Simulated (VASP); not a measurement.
# Ta4S: relaxation of the atoms with LDA

Ta4S, a slab with vacuum:

```
Ta S
1.0
     3.25285    0.00000    0.00000
     0.00000    3.25285    0.00000
     0.00000    0.00000   20.21340
Ta S
4 1
Direct
  0.50000 0.50000 0.19789
  0.00000 0.00000 0.27835
  0.50000 0.50000 0.35802
  0.00000 0.00000 0.43107
  0.12500 0.75000 0.53764
```

```yaml
Program: VASP 6.6.1
Task: relaxation of the atoms
Functional: LDA
Potentials_or_basis: VASP PAW LDA potentials, release 64 (Ta_pv, S)
Cutoff: 520 eV
k_mesh: 8 × 8 × 1
Occupations: gaussian, width 0.1 eV
Spin: no spin polarisation
Dipole_correction: yes
Atoms_held_fixed_from_0: "[0, 1, 2]"
Further_INCAR_settings: ALGO = Normal; EDIFF = 1e-07; IBRION = 2; EDIFFG = -0.025; NSW = 50
Atoms_held_along_some_axes_from_0: atom 4 along a and b
```

- Energy gained by relaxing: 114.8 meV/atom
- Ionic steps: 29
- Band gap on the k mesh: zero (bands 25 and 26 overlap by 0.42 eV)

The path:
| step | energy change (eV) | largest force on free atoms (eV/Å) | pressure (GPa) |
| --- | --- | --- | --- |
| 1 | 0.0000 | 3.4563 | -2.20 |
| 2 | -0.2714 | 1.8986 | -1.37 |
| 3 | -0.3008 | 0.9266 | -1.74 |
| 4 | -0.3632 | 0.7280 | -2.31 |
| 5 | -0.4586 | 0.5144 | -3.87 |
| 6 | -0.4675 | 0.5891 | -4.35 |
| 7 | -0.4728 | 1.0659 | -4.09 |
| 8 | -0.4832 | 0.4140 | -4.23 |
| 9 | -0.4957 | 0.4040 | -4.34 |
| 10 | -0.5196 | 0.3268 | -4.57 |
| 11 | -0.5455 | 0.3825 | -4.61 |
| 12 | 1.1134 | 10.9179 | 0.46 |
| 13 | -0.5470 | 0.3842 | -4.60 |
| 14 | -0.4715 | 1.2587 | -3.74 |
| 15 | -0.5507 | 0.3812 | -4.56 |
| 16 | -0.5501 | 0.3276 | -4.33 |
| 17 | -0.5537 | 0.3563 | -4.48 |
| 18 | -0.5357 | 0.8552 | -3.43 |
| 19 | -0.5603 | 0.3254 | -4.12 |
| 20 | -0.5672 | 0.2812 | -3.98 |
| 21 | -0.5673 | 0.2556 | -3.99 |
| 22 | -0.5715 | 0.1349 | -3.71 |
| 23 | -0.5715 | 0.1406 | -3.67 |
| 24 | -0.5726 | 0.1010 | -3.68 |
| 25 | -0.5735 | 0.0809 | -3.71 |
| 26 | -0.5737 | 0.1029 | -3.66 |
| 27 | -0.5738 | 0.0576 | -3.68 |
| 28 | -0.5740 | 0.0263 | -3.70 |
| 29 | -0.5740 | 0.0123 | -3.71 |

Final structure:
```xyz
5
Lattice="3.2529 0.0000 0.0000 0.0000 3.2529 0.0000 0.0000 0.0000 20.2134" Properties=species:S:1:pos:R:3 pbc="T T T"
Ta    1.6264    1.6264    4.0000
Ta    0.0000    0.0000    5.6264
Ta    1.6264    1.6264    7.2369
Ta    0.0296    0.7070    9.2425
S     0.4066    2.4396   10.8765
```

Levels at points of the mesh, in eV from the Fermi level:
| k point | band 21 | band 22 | band 23 | band 24 | band 25 | band 26 | band 27 | band 28 | band 29 | band 30 |
| --- | --- | --- | --- | --- | --- | --- | --- | --- | --- | --- |
| (0.00, 0.00, 0.00) | -1.26 | -0.94 | -0.12 | 0.04 | 0.27 | 0.48 | 0.77 | 1.06 | 1.58 | 1.72 |
| (0.50, 0.00, 0.00) | -1.20 | -1.05 | -0.96 | -0.55 | -0.12 | 0.35 | 1.18 | 1.30 | 1.42 | 1.84 |
| (0.00, 0.50, 0.00) | -1.41 | -1.03 | -0.80 | -0.70 | -0.44 | 0.60 | 0.92 | 1.41 | 1.56 | 2.14 |
| (0.50, 0.50, 0.00) | -1.90 | -1.54 | -1.26 | -0.26 | -0.22 | 0.46 | 1.74 | 2.40 | 2.48 | 2.64 |

Run time: 37 min on 4 MPI ranks on Intel(R) Xeon(R) Platinum 8375C CPU @ 2.90GHz (Ice Lake), on a shared host, peak memory 0.35 GiB a rank.

Caveat: spin-orbit coupling is left out, which moves the levels of the heavy elements.
